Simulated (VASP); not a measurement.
A run of VASP 6.6.1 is set up as follows.

Contents of INCAR:

```
ALGO = Fast ; EDIFF = 1E-6
ENCUT = 520 ; GGA = PE
ISIF = 2 ; ISMEAR = -1
ISPIN = 2 ; IVDW = 12
LASPH = T ; LCHARG = F
LMAXMIX = 4 ; LORBIT = 11
LREAL = F ; LWAVE = F
MAGMOM = 1 1 0 0.6 0 ; NBANDS = 40
NELM = 150 ; PREC = Accurate
SIGMA = 0.05
```

Contents of KPOINTS:

```
k-points
0
Gamma
  8 8 2
```

The input POSCAR:

```
NiMoIrPdW
1.0
    2.7661600000      0.0000000000      0.0000000000
   -1.3830800000      2.3955700000      0.0000000000
    0.0000000000      0.0000000000     11.0229200000
Ni Mo Pd Ir W
1 1 1 1 1
Direct
    0.3333300000      0.6666700000      0.5971200000
    0.0000000000      0.0000000000      0.4107400000
    0.6666700000      0.3333300000      0.7952000000
    0.6666700000      0.3333300000      0.1996000000
    0.3333300000      0.6666700000      0.9973400000
```

Potentials or basis: VASP PAW PBE potentials, release 64 (Ni, Mo_sv, Pd, Ir, W_sv).

Launch:

```console
$ cat potpaw_PBE.64/Ni/POTCAR potpaw_PBE.64/Mo_sv/POTCAR potpaw_PBE.64/Pd/POTCAR potpaw_PBE.64/Ir/POTCAR potpaw_PBE.64/W_sv/POTCAR > POTCAR
$ mpirun -np 1 vasp_std > vasp.out
```

Q: What does it give for the dispersion energy per atom?

A: -0.642 eV.

Q: Estimate the pressure.

A: -6.3 GPa.

Q: Predict the net moment.

A: 0.00 μB per cell.

Stress tensor (GPa, compression positive):
```
-6.48  0.00  0.00
 0.00 -6.48  0.00
 0.00  0.00 -6.07
```

Caveat: three body term missing; the cell stands under tension; the moments typed at the start vanished in this run.
